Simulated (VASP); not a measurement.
# CdS (I4/mmm) in VASP: a series of runs, part 2 of 3

VASP 6.6.1.

## 3. Single point, PBE

This run uses another cell than the first one, of the same volume but with other edges.

File INCAR:

```
SYSTEM = CdS
  PREC = Accurate
  ENCUT = 520
  EDIFF = 1E-7
  ISMEAR = 0
  SIGMA = 0.03
  LREAL = .False.
  LASPH = .True.
  NELM = 100
  ALGO = Normal
  ISIF = 2
  LWAVE = .False.
  LCHARG = .False.
  GGA = PE
  NBANDS = 16
```

File KPOINTS:

```
regular mesh
0
Gamma
  12 12 12
  0 0 0
```

File POSCAR:

```
CdS
1.0
    0.0000000000      2.9909776462      2.3329625640
    2.9909776462      0.0000000000      2.3329625640
    2.9909776462      2.9909776462      0.0000000000
Cd S
1 1
Direct
    0.0000000000      0.0000000000      0.0000000000
    0.5000000000      0.5000000000      0.5000000000
```

Potentials or basis: VASP PAW PBE potentials, release 64 (Cd, S).

Launch:

```sh
$ cat potpaw_PBE.64/Cd/POTCAR potpaw_PBE.64/S/POTCAR > POTCAR
$ mpirun -np 1 vasp_std > vasp.out
```

OUTCAR:

```text
SYSTEM = CdS
   PREC = Accurate
   ENCUT = 520
   EDIFF = 1E-7
   ISMEAR = 0
   LREAL = .False.
   LASPH = .True.
   NELM = 100
   ISIF = 2
   GGA = PE

 ion  position               nearest neighbor table
   1  0.000  0.000  0.000-   2 2.33   2 2.33   2 2.99   2 2.99   2 2.99   2 2.99
   2  0.500  0.500  0.500-   1 2.33   1 2.33   1 2.99   1 2.99   1 2.99   1 2.99

  LATTYP: Found a body centered tetragonal cell.
 ALAT       =     4.2298811520
 C/A-ratio  =     1.1030865786

  Lattice vectors:

 A1 = (   0.0000000000,  -2.9909776462,  -2.3329625640)
 A2 = (   0.0000000000,   2.9909776462,  -2.3329625640)
 A3 = (   2.9909776462,   0.0000000000,   2.3329625640)

Analysis of symmetry for initial positions (statically):
=====================================================================
 Subroutine PRICEL returns:
 Original cell was already a primitive cell.

 Routine SETGRP: Setting up the symmetry group for a
 body centered tetragonal supercell.

 Subroutine GETGRP returns: Found 16 space group operations
 (whereof 16 operations were pure point group operations)
 out of a pool of 16 trial point group operations.

The static configuration has the point symmetry D_4h.

Analysis of symmetry for dynamics (positions and initial velocities):
=====================================================================
 Subroutine PRICEL returns:
 Original cell was already a primitive cell.

 Routine SETGRP: Setting up the symmetry group for a
 body centered tetragonal supercell.

 Subroutine GETGRP returns: Found 16 space group operations
 (whereof 16 operations were pure point group operations)
 out of a pool of 16 trial point group operations.

The dynamic configuration has the point symmetry D_4h.

 Subroutine INISYM returns: Found 16 space group operations
 (whereof 16 operations are pure point group operations),
 and found     1 'primitive' translations

----------------------------------------------------------------------------------------

                                     Primitive cell
[... 106 lines left out ...]
   ISMEAR =     0;   SIGMA  =   0.03  broadening in eV -4-tet -1-fermi 0-gaus
   EFERMI_NEDOS =   21; number of points for ismear=-14 and -15
   IALGO  =     38    algorithm
   IMIX   =      4    mixing-type and parameters
     AMIX     =   0.40;   BMIX     =  1.00
     AMIX_MAG =   1.60;   BMIX_MAG =  1.00
  volume/ion in A,a.u.               =      20.87       140.84
  Fermi-wavevector in a.u.,A,eV,Ry     =   1.236833  2.337275 20.813583  1.529755
  Thomas-Fermi vector in A             =   2.371425
   LORBIT       =      0    0 simple, 1 ext, 2 COOP (PROOUT), +10 PAW based schemes
   GGA     = PE    functional components
   LHFCALC =     F    Hartree Fock is set to
   AEXX    =    0.0000 exact exchange contribution
   IVDW    =     0    specifies the selected vdW correction
   LEPSILON=     F    determine dielectric tensor
   LRPA    =     F    only Hartree local field effects (RPA)
 non-spin polarized calculation
 Gauss-broadening in eV      SIGMA  =   0.03
  energy-cutoff  :      520.00
  volume of cell :       41.74
 maximum number of plane-waves:      1144
   NGX = 15   NGY = 15   NGZ = 15

 number of electron      18.0000000 magnetization

 Free energy of the ion-electron system (eV)
  ---------------------------------------------------
  ext. energy  EPLUGINS =         0.00000000
  ---------------------------------------------------
  free energy    TOTEN  =        -5.34858830 eV

  energy without entropy =       -5.34855394  energy(sigma->0) =       -5.34857112

 E-fermi :   3.0334     XC(G=0): -10.2096

 val. band max:        3.0165752326   @ k =   0.5000   0.5000   0.0000
 cond. band min:       3.3456354075   @ k =  -0.4167   0.5000   0.0833
 fundamental gap:      0.3290601749
 Fermi energy:         3.0334440183

 k-point     1 :       0.0000    0.0000    0.0000
  band No.  band energies     occupation
      1     -10.4579      2.00000
      2      -5.2175      2.00000
      3      -5.2175      2.00000
      4      -5.0521      2.00000
      5      -5.0297      2.00000
      6      -4.8860      2.00000
[... 433 lines left out ...]
      3      -5.2498      2.00000
      4      -5.2037      2.00000
      5      -4.9039      2.00000
      6      -4.8618      2.00000
[... 8 lines left out ...]
     15      15.6131      0.00000
     16      17.6949      0.00000

 [... further k-points ...]
[... 5 lines left out ...]
  --------------------------------------------------------------------------------------
  -------------------------------------------------------------------------------------
  Total       -0.0318315     -0.0318315      7.8516577      0.0000000      0.0000000     -0.0000000
  in kB       -1.2218087     -1.2218087    301.3754271      0.0000000      0.0000000     -0.0000000
  external PRESSURE =      99.6439366 kB  Pullay stress =       0.0000000 kB

 VOLUME and BASIS-vectors are now :
 -----------------------------------------------------------------------------
  energy-cutoff  :      520.00
  volume of cell :       41.74
      direct lattice vectors                 reciprocal lattice vectors
     0.000000000  2.990977646  2.332962564    -0.167169421  0.167169421  0.214319770
     2.990977646  0.000000000  2.332962564     0.167169421 -0.167169421  0.214319770
     2.990977646  2.990977646  0.000000000     0.167169421  0.167169421 -0.214319770

 POSITION                                       TOTAL-FORCE (eV/Angst)
 -----------------------------------------------------------------------------------
      0.00000      0.00000      0.00000        -0.000000      0.000000     -0.000000
      2.99098      2.99098      2.33296         0.000000     -0.000000      0.000000
 -----------------------------------------------------------------------------------
    total drift:                                0.000000      0.000000      0.000000

  FREE ENERGIE OF THE ION-ELECTRON SYSTEM (eV)
  ---------------------------------------------------
  free  energy   TOTEN  =        -5.3485882965 eV

  energy  without entropy=       -5.3485539373  energy(sigma->0) =       -5.34857112
```

OSZICAR:

```text
N       E                     dE             d eps       ncg     rms          rms(c)
DAV:   1     0.111313184920E+03    0.11131E+03   -0.93374E+03  5336   0.106E+03
DAV:   2    -0.202759238223E+01   -0.11334E+03   -0.10622E+03  6344   0.260E+02
DAV:   3    -0.601095566232E+01   -0.39834E+01   -0.39762E+01  6464   0.509E+01
DAV:   4    -0.603085597882E+01   -0.19900E-01   -0.19899E-01  6528   0.355E+00
DAV:   5    -0.603106269055E+01   -0.20671E-03   -0.20671E-03  6544   0.349E-01    0.100E+01
DAV:   6    -0.538355018051E+01    0.64751E+00   -0.10234E+00  7312   0.132E+01    0.790E+00
DAV:   7    -0.534995162597E+01    0.33599E-01   -0.24618E-01  6488   0.356E+00    0.385E+00
DAV:   8    -0.534887315711E+01    0.10785E-02   -0.27172E-02  6040   0.212E+00    0.429E-01
DAV:   9    -0.534854288879E+01    0.33027E-03   -0.26526E-03  6792   0.793E-01    0.675E-02
DAV:  10    -0.534856277914E+01   -0.19890E-04   -0.28205E-04  6336   0.202E-01    0.559E-02
DAV:  11    -0.534859346660E+01   -0.30687E-04   -0.63662E-05  6280   0.782E-02    0.197E-02
DAV:  12    -0.534858814923E+01    0.53174E-05   -0.22949E-05  6904   0.602E-02    0.116E-02
DAV:  13    -0.534858843629E+01   -0.28706E-06   -0.20102E-06  6096   0.132E-02    0.117E-02
DAV:  14    -0.534858830578E+01    0.13051E-06   -0.23400E-07  6296   0.307E-03    0.125E-03
DAV:  15    -0.534858829651E+01    0.92641E-08   -0.46010E-09  3168   0.571E-04
   1 F= -.53485883E+01 E0= -.53485711E+01  d E =-.343592E-04
```

It took 44 s on 1 thread of Intel Xeon 6975P-C (Granite Rapids), shared host; peak memory 0.24 GiB.

What came out:

- Free energy: -5.3486 eV
- Pressure: 10.0 GPa
- Band gap on the k mesh: zero (filled and empty bands touch)

Stress tensor (GPa, compression positive):
```
-0.12  0.00  0.00
 0.00 -0.12  0.00
 0.00  0.00 30.14
```

Levels at points of the mesh, in eV from the Fermi level:
```tsv
k point	band 7	band 8	band 9	band 10	band 11	band 12
(0.00, 0.00, 0.00)	-2.23	-0.71	-0.71	1.08	9.03	9.03
(0.50, 0.00, 0.00)	-4.96	-0.70	-0.02	2.86	4.51	7.62
(0.50, 0.50, 0.00)	-4.49	-2.97	-2.97	-0.02	4.97	10.05
(0.50, 0.00, 0.50)	-4.50	-3.24	-1.16	0.78	6.69	8.56
```

## 4. Single point, PBE

This run uses another cell than the first one, of the same volume but with other edges.

File INCAR:

```
PREC     = Accurate       # precision mode
ENCUT    = 520            # plane-wave cutoff, eV
EDIFF    = 1E-6           # SCF threshold, eV
ISMEAR   = 0              # smearing method
SIGMA    = 0.03           # smearing width, eV
LREAL    = False          # projectors in reciprocal space
LASPH    = True           # aspherical terms in the spheres
NELM     = 80             # most SCF steps
ALGO     = Normal         # electronic algorithm
ISIF     = 2              # what is computed and relaxed
LWAVE    = False          # write WAVECAR
LCHARG   = False          # write CHGCAR
GGA      = PE             # functional
NBANDS   = 16             # bands
```

File KPOINTS:

```
regular mesh
0
Gamma
  12 12 12
```

File POSCAR:

```
CdS
1.0
    0.0000000000      2.6671481498      2.9338629648
    2.6671481498      0.0000000000      2.9338629648
    2.6671481498      2.6671481498      0.0000000000
Cd S
1 1
Direct
    0.0000000000      0.0000000000      0.0000000000
    0.5000000000      0.5000000000      0.5000000000
```

Potentials or basis: VASP PAW PBE potentials, release 64 (Cd, S).

Launch:

```sh
$ cat potpaw_PBE.64/Cd/POTCAR potpaw_PBE.64/S/POTCAR > POTCAR
$ mpirun -np 1 vasp_std > vasp.out
```

OUTCAR:

```text
PREC = Accurate
   ENCUT = 520
   EDIFF = 1E-6
   ISMEAR = 0
   LREAL = False
   LASPH = True
   NELM = 80
   ISIF = 2
   GGA = PE

 ion  position               nearest neighbor table
   1  0.000  0.000  0.000-   2 2.67   2 2.67   2 2.67   2 2.67   2 2.93   2 2.93
   2  0.500  0.500  0.500-   1 2.67   1 2.67   1 2.67   1 2.67   1 2.93   1 2.93

  LATTYP: Found a body centered tetragonal cell.
 ALAT       =     3.7719170863
 C/A-ratio  =     1.5556349186

  Lattice vectors:

 A1 = (  -2.6671481498,   0.0000000000,   2.9338629648)
[... 627 lines left out ...]
      4      -4.9646      2.00000
      5      -4.6919      2.00000
      6      -4.6347      2.00000
[... 8 lines left out ...]
     15      15.1571      0.00000
     16      16.2986      0.00000

 [... further k-points ...]
[... 5 lines left out ...]
  --------------------------------------------------------------------------------------
  -------------------------------------------------------------------------------------
  Total        0.8452750      0.8452750     -0.7726360      0.0000000      0.0000000     -0.0000000
  in kB       32.4447573     32.4447573    -29.6566057      0.0000000      0.0000000     -0.0000000
  external PRESSURE =      11.7443030 kB  Pullay stress =       0.0000000 kB

 VOLUME and BASIS-vectors are now :
 -----------------------------------------------------------------------------
  energy-cutoff  :      520.00
  volume of cell :       41.74
      direct lattice vectors                 reciprocal lattice vectors
     0.000000000  2.667148150  2.933862965    -0.187466152  0.187466152  0.170423774
     2.667148150  0.000000000  2.933862965     0.187466152 -0.187466152  0.170423774
     2.667148150  2.667148150  0.000000000     0.187466152  0.187466152 -0.170423774

 POSITION                                       TOTAL-FORCE (eV/Angst)
 -----------------------------------------------------------------------------------
      0.00000      0.00000      0.00000         0.000000      0.000000     -0.000000
      2.66715      2.66715      2.93386        -0.000000     -0.000000      0.000000
 -----------------------------------------------------------------------------------
    total drift:                               -0.000000      0.000000      0.000000

  FREE ENERGIE OF THE ION-ELECTRON SYSTEM (eV)
  ---------------------------------------------------
  free  energy   TOTEN  =        -5.8253669834 eV

  energy  without entropy=       -5.8252814546  energy(sigma->0) =       -5.82532422
```

OSZICAR:

```text
N       E                     dE             d eps       ncg     rms          rms(c)
DAV:   1     0.108155498217E+03    0.10816E+03   -0.92683E+03  5376   0.106E+03
DAV:   2    -0.254388674776E+01   -0.11070E+03   -0.10362E+03  6368   0.257E+02
DAV:   3    -0.640117687986E+01   -0.38573E+01   -0.38504E+01  6472   0.499E+01
DAV:   4    -0.641941999642E+01   -0.18243E-01   -0.18242E-01  6576   0.343E+00
DAV:   5    -0.641959933067E+01   -0.17933E-03   -0.17933E-03  6480   0.326E-01    0.751E+00
DAV:   6    -0.585187831980E+01    0.56772E+00   -0.89521E-01  7104   0.116E+01    0.629E+00
DAV:   7    -0.582650367151E+01    0.25375E-01   -0.17279E-01  6656   0.297E+00    0.327E+00
DAV:   8    -0.582550667479E+01    0.99700E-03   -0.18376E-02  6128   0.168E+00    0.301E-01
DAV:   9    -0.582529014276E+01    0.21653E-03   -0.16062E-03  6776   0.565E-01    0.617E-02
DAV:  10    -0.582534371369E+01   -0.53571E-04   -0.20320E-04  6376   0.142E-01    0.589E-02
DAV:  11    -0.582537089643E+01   -0.27183E-04   -0.46130E-05  6536   0.664E-02    0.202E-02
DAV:  12    -0.582536676347E+01    0.41330E-05   -0.12891E-05  6848   0.406E-02    0.867E-03
DAV:  13    -0.582536698338E+01   -0.21991E-06   -0.12443E-06  4936   0.706E-03
   1 F= -.58253670E+01 E0= -.58253242E+01  d E =-.855288E-04
```

Run time: 42 s. Hardware: 1 thread of Intel Xeon 6975P-C (Granite Rapids), shared host; peak memory 0.24 GiB.

Results:

| Quantity | Value |
| --- | --- |
| Free energy | -5.8254 eV |
| Pressure | 1.2 GPa |
| Band gap on the k mesh | zero (band 9 reaches 2.97 eV, above the bottom of band 10 at 2.88 eV) |

Stress tensor (GPa, compression positive):
```
 3.24  0.00  0.00
 0.00  3.24  0.00
 0.00  0.00 -2.97
```

## 5. Single point, PBE

This run uses another cell than the first one, of the same volume but with other edges.

File INCAR:

```
SYSTEM = CdS
  ALGO = Normal
  EDIFF = 1E-6
  ENCUT = 520
  GGA = PE
  ISIF = 2
  ISMEAR = 0
  LASPH = .True.
  LCHARG = .False.
  LREAL = .False.
  LWAVE = .False.
  NBANDS = 16
  NELM = 100
  PREC = Accurate
  SIGMA = 0.03
```

File KPOINTS:

```
k-points
0
Gamma
  12 12 12
  0 0 0
```

File POSCAR:

```
CdS
1.0
    0.0000000000      3.1783880259      2.0659522168
    3.1783880259      0.0000000000      2.0659522168
    3.1783880259      3.1783880259      0.0000000000
Cd S
1 1
Direct
    0.0000000000      0.0000000000      0.0000000000
    0.5000000000      0.5000000000      0.5000000000
```

Launch:

```sh
$ cat potpaw_PBE.64/Cd/POTCAR potpaw_PBE.64/S/POTCAR > POTCAR
$ mpirun -np 1 vasp_std > vasp.out
```

It took 40 s on 1 thread of Intel Xeon 6975P-C (Granite Rapids), shared host; peak memory 0.25 GiB.

The run converged. Its results:

```yaml
Free_energy: -3.5273 eV
Pressure: 35.9 GPa
Band_gap_on_the_k_mesh: 1.29 eV, indirect (least direct gap 2.58 eV)
```

Stress tensor (GPa, compression positive):
```
 4.10  0.00  0.00
 0.00  4.10  0.00
 0.00  0.00 99.39
```

Levels at points of the mesh, in eV from the valence-band top:
```tsv
k point	band 7	band 8	band 9	band 10	band 11	band 12
(0.00, 0.00, 0.00)	-2.90	-0.96	-0.96	2.30	8.70	9.06
(0.50, 0.00, 0.00)	-4.70	-0.59	0.00	2.58	3.93	9.58
(0.50, 0.50, 0.00)	-4.31	-3.50	-3.50	1.29	4.60	9.87
(0.50, 0.00, 0.50)	-4.67	-3.54	-0.89	2.21	7.99	8.12
```

 A k mesh can miss the band edges.

[end of part 2 of 3]
